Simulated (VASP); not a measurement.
TiO2, 6 atoms in the cell. The typed cell holds 6 atoms: a = 5.458 Å, b = 5.458 Å, c = 5.458 Å, α = 139.43°, β = 139.43°, γ = 58.71°. 

- Program: VASP 6.6.1
- Task: single point
- Functional: PBE
- Potentials or basis: VASP PAW PBE potentials, release 64 (Ti_sv, O)
- Cutoff: 520 eV
- k mesh: 7 × 7 × 9
- Occupations: gaussian, width 0.1 eV
- Spin: no spin polarisation
- Dipole correction: no
- Further INCAR settings: ALGO = Normal; EDIFF = 1e-06; NBANDS = 33

Potentials or basis: VASP PAW PBE potentials, release 64 (Ti_sv, O).

Run with:

```sh
$ cat potpaw_PBE.64/Ti_sv/POTCAR potpaw_PBE.64/O/POTCAR > POTCAR
$ mpirun -np 1 vasp_std > vasp.out
```

Hardware: 1 thread of Intel(R) Xeon(R) Platinum 8259CL CPU @ 2.50GHz (Skylake/Cascade Lake), on a shared host.

Problem. How long does it take, and how much memory?

Solution. Wall time 15 min on 1 thread of Intel(R) Xeon(R) Platinum 8259CL CPU @ 2.50GHz (Skylake/Cascade Lake) (shared host), peak memory 0.52 GiB. Counts: scf iterations 16, k points 221.
